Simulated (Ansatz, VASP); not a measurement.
## CaTlIr3: VASP beside Ansatz

```
Ca Tl Ir
1.0
     5.01172    0.00000    0.00000
     0.00000    5.01172    0.00000
     0.00000    0.00000    5.01172
Ca Tl Ir
1 1 3
Direct
  0.50000 0.50000 0.50000
  0.00000 0.00000 0.00000
  0.50000 0.00000 0.00000
  0.00000 0.50000 0.00000
  0.00000 0.00000 0.50000
```

Change from the starting cell: species swapped into the ErRu3C type (Pm-3m, No. 221).

Alike in both runs: functional PBE; k mesh 8 × 8 × 8; occupations gaussian, width 0.1 eV; collinear spin.

Ansatz relaxed the structure, and its values are those at the end. VASP's run is a single point on that final structure, the one shown.

|  | VASP | Ansatz |
| --- | --- | --- |
| version | VASP 6.6.1 | Ansatz 0.2.0 |
| potentials or method | VASP PAW PBE potentials, release 64 (Ca_sv, Tl_d, Ir), cutoff 520 eV | scalar-relativistic, plane waves, PAW |
| valence electrons in the cell | 50 | 74 |

|  | VASP | Ansatz | Ansatz less VASP |
| --- | --- | --- | --- |
| gap on the k mesh at the Fermi level (eV) | none | none | - |
| pressure (GPa) | 0.1 | 0.0 | -0.12 |
| net moment per atom (μB) | 0.32 | 0.32 | +0.003 |
| size of the moment on the site where the two differ most (μB) | 0.54 | 0.47 | -0.067 |

Site moments also hang on the region over which each program counts them. A gap of «none» marks a metal or a gap that the smearing closes. The functional is the same, so the differences come from potentials, cutoffs and numerics. VASP's potentials hold 50 valence electrons a cell and Ansatz's 74, so a difference there can come from the potentials and not from the codes.

Spin-orbit coupling is off throughout.
